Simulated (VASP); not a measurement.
Input of a VASP 6.6.1 run:

The input INCAR:

```
PREC = Accurate ; ENCUT = 520
EDIFF = 1E-7 ; ISMEAR = 0
SIGMA = 0.02 ; LREAL = False
LASPH = True ; NELM = 80
ALGO = Normal ; ISIF = 2
LWAVE = False ; LCHARG = False
GGA = PE ; NBANDS = 45
```

File KPOINTS:

```
regular mesh
0
Gamma
  6 6 6
```

Contents of POSCAR:

```
Si3N4
1.0
    0.0000000000      3.9331817174      3.9331817174
    3.9331817174      0.0000000000      3.9331817174
    3.9331817174      3.9331817174      0.0000000000
Si N
6 8
Direct
    0.1250000000      0.1250000000      0.6250000000
    0.1250000000      0.6250000000      0.1250000000
    0.6250000000      0.1250000000      0.1250000000
    0.1250000000      0.1250000000      0.1250000000
    0.7500000000      0.7500000000      0.7500000000
    0.5000000000      0.5000000000      0.5000000000
    0.3673622536      0.3673622536      0.3673622536
    0.3520867608      0.8826377464      0.8826377464
    0.8826377464      0.8826377464      0.3520867608
    0.8826377464      0.3520867608      0.8826377464
    0.3673622536      0.3673622536      0.8979132392
    0.3673622536      0.8979132392      0.3673622536
    0.8826377464      0.8826377464      0.8826377464
    0.8979132392      0.3673622536      0.3673622536
```

Potentials or basis: VASP PAW PBE potentials, release 64 (Si, N).

Run with:

```bash
$ cat potpaw_PBE.64/Si/POTCAR potpaw_PBE.64/N/POTCAR > POTCAR
$ mpirun -np 1 vasp_std > vasp.out
```

(1) Estimate the largest force.

(2) What does it give for the pressure?

(3) Estimate the band gap on the k mesh.

## Answers

(1) 0.006 eV/Å.

(2) -8.3 GPa.

(3) 3.22 eV (least direct gap 3.27 eV).

Caveat: the cell stands under tension.
